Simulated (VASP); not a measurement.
# Fe (Fm-3m) in VASP: relaxation of cell and atoms with PBE

Aim: the relaxation of cell and atoms of Fe with PBE.

Program: VASP 6.6.1. These are calculated values, not measurements. Logs are shortened: lines on timing, memory, paths and dates and some standing lists are left out, and cuts for length are marked.

## (1) The cell of the first run

The structure is cubic, space group Fm-3m (No. 225). The conventional cell has a = 3.493 Å, b = 3.493 Å, c = 3.493 Å, α = 90.00°, β = 90.00°, γ = 90.00°. Fe (site symmetry m-3m) has 12 Fe at 2.47 Å within 3.3 Å.

This isn't the form of Fe at room conditions, which is bcc.

## (2) Relaxation of cell and atoms, PBE, collinear spin, ferromagnetic start, target pressure -1.8 GPa, at which the enthalpy is minimised

INCAR

```
  ALGO = Normal
  EDIFF = 1E-6
  EDIFFG = -0.005
  ENCUT = 600
  GGA = PE
  IBRION = 2
  ISIF = 3
  ISMEAR = -1
  ISPIN = 2
  LASPH = True
  LCHARG = False
  LMAXMIX = 4
  LORBIT = 11
  LREAL = False
  LWAVE = False
  MAGMOM = 2.5
  NELM = 150
  NSW = 60
  PREC = Accurate
  PSTRESS = -18.0
  SIGMA = 0.1
```

KPOINTS

```
k-points
0
Gamma
  18 18 18
```

POSCAR

```
Fe
1.0
    0.0000000000      1.7466156880      1.7466156880
    1.7466156880      0.0000000000      1.7466156880
    1.7466156880      1.7466156880      0.0000000000
Fe
1
Direct
    0.0000000000      0.0000000000      0.0000000000
```

Potentials or basis: VASP PAW PBE potentials, release 64 (Fe).

Run with:

```sh
$ cat potpaw_PBE.64/Fe/POTCAR > POTCAR
$ mpirun -np 1 vasp_std > vasp.out
```

OUTCAR:

```text
EDIFF = 1E-6
   EDIFFG = -0.005
   ENCUT = 600
   GGA = PE
   IBRION = 2
   ISIF = 3
   ISMEAR = -1
   ISPIN = 2
   LASPH = True
   LORBIT = 11
   LREAL = False
   NELM = 150
   NSW = 60
   PREC = Accurate
   PSTRESS = -18.0

 ion  position               nearest neighbor table
   1  0.000  0.000  0.000-

  LATTYP: Found a face centered cubic cell.
 ALAT       =     3.4932313760

  Lattice vectors:

 A1 = (   0.0000000000,   1.7466156880,   1.7466156880)
 A2 = (   1.7466156880,   0.0000000000,   1.7466156880)
 A3 = (   1.7466156880,   1.7466156880,   0.0000000000)

Analysis of symmetry for initial positions (statically):
=====================================================================
 Subroutine PRICEL returns:
 Original cell was already a primitive cell.

 Routine SETGRP: Setting up the symmetry group for a
 face centered cubic supercell.

 Subroutine GETGRP returns: Found 48 space group operations
 (whereof 48 operations were pure point group operations)
 out of a pool of 48 trial point group operations.

The static configuration has the point symmetry O_h .

Analysis of symmetry for dynamics (positions and initial velocities):
=====================================================================
 Subroutine PRICEL returns:
 Original cell was already a primitive cell.

 Routine SETGRP: Setting up the symmetry group for a
 face centered cubic supercell.

 Subroutine GETGRP returns: Found 48 space group operations
 (whereof 48 operations were pure point group operations)
 out of a pool of 48 trial point group operations.

The dynamic configuration has the point symmetry O_h .

Analysis of structural, dynamic, and magnetic symmetry:
=====================================================================
 Subroutine PRICEL returns:
 Original cell was already a primitive cell.

 Routine SETGRP: Setting up the symmetry group for a
 face centered cubic supercell.

 Subroutine GETGRP returns: Found 48 space group operations
 (whereof 48 operations were pure point group operations)
 out of a pool of 48 trial point group operations.

The overall configuration has the point symmetry O_h .

 Subroutine INISYM returns: Found 48 space group operations
 (whereof 48 operations are pure point group operations),
 and found     1 'primitive' translations

----------------------------------------------------------------------------------------

                                     Primitive cell

  volume of cell :      10.6567

  direct lattice vectors                    reciprocal lattice vectors
     0.000000000  1.746615688  1.746615688    -0.286267897  0.286267897  0.286267897
     1.746615688  0.000000000  1.746615688     0.286267897 -0.286267897  0.286267897
     1.746615688  1.746615688  0.000000000     0.286267897  0.286267897 -0.286267897

  length of vectors
     2.470087594  2.470087594  2.470087594     0.495830542  0.495830542  0.495830542

  position of ions in fractional coordinates (direct lattice)
     0.000000000  0.000000000  0.000000000

  ion indices of the primitive-cell ions
   primitive index   ion index
                 1           1

----------------------------------------------------------------------------------------

 KPOINTS: k-points

Automatic generation of k-mesh.
 Grid dimensions read from file:
 generate k-points for:   18   18   18

 Generating k-lattice:

  Cartesian coordinates                     Fractional coordinates (reciprocal lattice)
    -0.015903772  0.015903772  0.015903772     0.055555556  0.000000000  0.000000000
     0.015903772 -0.015903772  0.015903772     0.000000000  0.055555556  0.000000000
     0.015903772  0.015903772 -0.015903772     0.000000000  0.000000000  0.055555556

  Length of vectors
     0.027546141  0.027546141  0.027546141

  Shift w.r.t. Gamma in fractional coordinates (k-lattice)
     0.000000000  0.000000000  0.000000000

 Subroutine IBZKPT returns following result:
 ===========================================

 Found    195 irreducible k-points:

 Following reciprocal coordinates:
            Coordinates               Weight
  0.000000  0.000000  0.000000      1.000000
  0.055556  0.000000  0.000000      8.000000
  0.111111  0.000000  0.000000      8.000000
  0.166667  0.000000  0.000000      8.000000
  0.222222  0.000000  0.000000      8.000000
  0.277778  0.000000  0.000000      8.000000
[... 16 lines left out ...]
 -0.277778  0.055556  0.000000     24.000000
 -0.222222  0.055556  0.000000     24.000000
 [... further k-points ...]
   k-points           NKPTS =    195   k-points in BZ     NKDIM =    195   number of bands    NBANDS=      9
   number of dos      NEDOS =    301   number of ions     NIONS =      1
   total plane-waves  NPLWV =   8000
   dimension x,y,z NGX =    20 NGY =   20 NGZ =   20
   dimension x,y,z NGXF=    40 NGYF=   40 NGZF=   40
   ions per type =               1
   NGX,Y,Z   is equivalent  to a cutoff of  13.46, 13.46, 13.46 a.u.
   NGXF,Y,Z  is equivalent  to a cutoff of  26.92, 26.92, 26.92 a.u.
 SYSTEM =  unknown system
   PREC   = accura    normal or accurate (medium, high low for compatibility)
   ISTART =      0    job   : 0-new  1-cont  2-samecut
   ICHARG =      2    charge: 1-file 2-atom 10-const
   ISPIN  =      2    spin polarized calculation?
   LNONCOLLINEAR =      F non collinear calculations
   LSORBIT =      F    spin-orbit coupling
   LASPH  =      T    aspherical Exc in radial PAW
   ENCUT  =  600.0 eV  44.10 Ry    6.64 a.u.   4.93  4.93  4.93*2*pi/ulx,y,z
   NELM   =    150;   NELMIN=  2; NELMDL= -5     # of ELM steps
   EDIFF  = 0.1E-05   stopping-criterion for ELM
   LREAL  =      F    real-space projection
   EDIFFG = -.5E-02   stopping-criterion for IOM
   NSW    =     60    number of steps for IOM
   IBRION =      2    ionic relax: 0-MD 1-quasi-New 2-CG
   NFREE  =      1    steps in history (QN), initial steepest desc. (CG)
   ISIF   =      3    stress and relaxation
   ISYM   =      2    0-nonsym 1-usesym 2-fastsym
   POTIM  = 0.5000    time-step for ionic-motion
   TEBEG  =    0.0;   TEEND  =   0.0 temperature during run
   PSTRESS=  -18.0 pullay stress
   NELECT =       8.0000    total number of electrons
   NUPDOWN=      -1.0000    fix difference up-down
   EMIN   =  10.00;   EMAX   =-10.00  energy-range for DOS
   EFERMI =   0.00;   METHOD = LEGACY
   ISMEAR =    -1;   SIGMA  =   0.10  broadening in eV -4-tet -1-fermi 0-gaus
   EFERMI_NEDOS =   21; number of points for ismear=-14 and -15
   IALGO  =     38    algorithm
   IMIX   =      4    mixing-type and parameters
     AMIX     =   0.40;   BMIX     =  1.00
     AMIX_MAG =   1.60;   BMIX_MAG =  1.00
  volume/ion in A,a.u.               =      10.66        71.91
  Fermi-wavevector in a.u.,A,eV,Ry     =   1.487867  2.811661 30.119877  2.213748
  Thomas-Fermi vector in A             =   2.600974
   LORBIT       =     11    0 simple, 1 ext, 2 COOP (PROOUT), +10 PAW based schemes
   GGA     = PE    functional components
   LHFCALC =     F    Hartree Fock is set to
   AEXX    =    0.0000 exact exchange contribution
   IVDW    =     0    specifies the selected vdW correction
   LEPSILON=     F    determine dielectric tensor
   LRPA    =     F    only Hartree local field effects (RPA)
 conjugate gradient relaxation of ions
 spin polarized calculation
  energy-cutoff  :      600.00
  volume of cell :       10.66
 maximum number of plane-waves:       366
   NGX =  9   NGY =  9   NGZ =  9

--------------------------------------- Ionic step        1  -------------------------------------------

 number of electron       8.0000002 magnetization       1.0768114

 Free energy of the ion-electron system (eV)
  ---------------------------------------------------
  ext. energy  EPLUGINS =         0.00000000
  ---------------------------------------------------
  free energy    TOTEN  =        -8.11934042 eV

  energy without entropy =       -8.06781189  energy(sigma->0) =       -8.09357616

------------------------ aborting loop because EDIFF is reached ----------------------------------------

  FORCE on cell =-STRESS in cart. coord.  units (eV):
  Direction    XX          YY          ZZ          XY          YZ          ZX
  --------------------------------------------------------------------------------------
  -------------------------------------------------------------------------------------
  Total       -0.1299233     -0.1299233     -0.1299233      0.0000000     -0.0000000      0.0000000
  in kB      -19.5333041    -19.5333041    -19.5333041      0.0000000     -0.0000000      0.0000000
  external PRESSURE =      -1.5333041 kB  Pullay stress =     -18.0000000 kB
[... 59 lines left out ...]
  enthalpy is  TOTEN    =        -8.2390611146 eV   P V=       -0.1195481344

--------------------------------------- Ionic step        3  -------------------------------------------

 number of electron       8.0000002 magnetization       1.0742105

 Free energy of the ion-electron system (eV)
  ---------------------------------------------------
  ext. energy  EPLUGINS =         0.00000000
  ---------------------------------------------------
  free energy    TOTEN  =        -8.11942469 eV

  energy without entropy =       -8.06793603  energy(sigma->0) =       -8.09368036

 E-fermi :   6.4779     XC(G=0): -13.5212

 val. band max:        6.4769606355   @ k =   0.5000   0.4444   0.0000
 cond. band min:       6.4805704750   @ k =  -0.3333   0.1667   0.0556
 fundamental gap:      0.0036098395
 Fermi energy:         6.4778883117

 spin component 1

 k-point     1 :       0.0000    0.0000    0.0000
  band No.  band energies     occupation
      1      -2.2902      1.00000
      2       4.5343      1.00000
      3       4.5343      1.00000
      4       4.5343      1.00000
      5       5.5906      0.99986
      6       5.5907      0.99986
      7      29.4441      0.00000
      8      34.4447      0.00000
      9      34.4447      0.00000
[... 265 lines left out ...]
 k-point    24 :      -0.2222    0.0556    0.0000
  band No.  band energies     occupation
      1      -0.0628      1.00000
      2       4.0149      1.00000
      3       4.6559      1.00000
      4       4.7218      1.00000
      5       5.6262      0.99980
      6       6.0537      0.98582
      7      22.6673      0.00000
      8      28.8476      0.00000
      9      32.3517      0.00000

 [... further k-points ...]

 spin component 2

 k-point     1 :       0.0000    0.0000    0.0000
  band No.  band energies     occupation
      1      -2.1783      1.00000
      2       5.2888      0.99999
      3       5.2889      0.99999
      4       5.2889      0.99999
      5       7.2199      0.00060
      6       7.2199      0.00060
      7      29.2713      0.00000
      8      34.7233      0.00000
      9      34.7233      0.00000
[... 304 lines left out ...]
  FREE ENERGIE OF THE ION-ELECTRON SYSTEM (eV)
  ---------------------------------------------------
  free  energy   TOTEN  =        -8.1194246868 eV

  energy  without entropy=       -8.0679360331  energy(sigma->0) =       -8.09368036

  enthalpy is  TOTEN    =        -8.2390665086 eV   P V=       -0.1196418218

 reached required accuracy - stopping structural energy minimisation

 total charge

# of ion       s       p       d       tot
------------------------------------------
    1        0.518   0.595   6.292   7.405

 magnetization (x)

# of ion       s       p       d       tot
------------------------------------------
    1       -0.006  -0.021   1.091   1.064
```

It took 54 s on 1 thread of AMD EPYC 7R43 (Zen 3), shared host; peak memory 0.13 GiB.

Results:

| Quantity | Value |
| --- | --- |
| Free energy | -8.1194 eV |
| Relaxed volume | 10.65 Å³/atom |
| Relaxed cell | a = 2.470 Å, b = 2.470 Å, c = 2.470 Å, α = 60.00°, β = 60.00°, γ = 60.00° |
| Space group after relaxing (to 0.1 Å) | Fm-3m (No. 225) |
| Energy change on relaxing (the run minimises the enthalpy) | -0.1 meV/atom |
| Ionic steps | 3 |
| Pressure after relaxing | -1.8 GPa |
| Net moment | 1.07 μB per cell |
| Site moments | Fe +1.06 μB |
| Valence electrons inside the program's atomic spheres | Fe 7.41 |

Final structure:
```cif
data_structure
_symmetry_space_group_name_H-M 'P 1'
_symmetry_Int_Tables_number 1
_cell_length_a 2.4695
_cell_length_b 2.4695
_cell_length_c 2.4695
_cell_angle_alpha 60.000
_cell_angle_beta 60.000
_cell_angle_gamma 60.000
_cell_volume 10.65
loop_
_atom_site_label
_atom_site_type_symbol
_atom_site_fract_x
_atom_site_fract_y
_atom_site_fract_z
_atom_site_occupancy
Fe1 Fe 0.00000 0.00000 0.00000 1
```

Caveat: the cell is relaxed towards a set pressure, so the run minimises the enthalpy, not the energy.
